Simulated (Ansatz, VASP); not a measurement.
**One calculation of Pd, two programs**

```xyz
1
Lattice="0.0000 1.9737 1.9737 1.9737 0.0000 1.9737 1.9737 1.9737 0.0000" Properties=species:S:1:pos:R:3 pbc="T T T"
Pd    0.0000    0.0000    0.0000
```

Alike in both runs: task single point; functional PBE; k mesh 14 × 14 × 14; collinear spin.

```csv
,VASP,Ansatz
version,VASP 6.6.1,Ansatz 0.2.0
potentials or method,"VASP PAW PBE potentials, release 64 (Pd), cutoff 520 eV","plane waves (420 eV) with PAW, scalar-relativistic"
occupations,"methfessel-paxton of order 1, width 0.6 eV","cold, width 0.6 eV"
valence electrons in the cell,10,18
```

Ansatz gave:

| Item | Value |
| --- | --- |
| pressure (GPa) | -1.2 |
| net moment per atom (μB) | 0.00 |

**Question.** Which values does VASP return?

**Answer.** Pressure (GPa): -0.6; net moment per atom (μB): 0.00.

VASP's potentials hold 10 valence electrons a cell and Ansatz's 18, so a difference there can come from the potentials and not from the codes. Ansatz's warnings: seeded moment not kept, stability check not made.
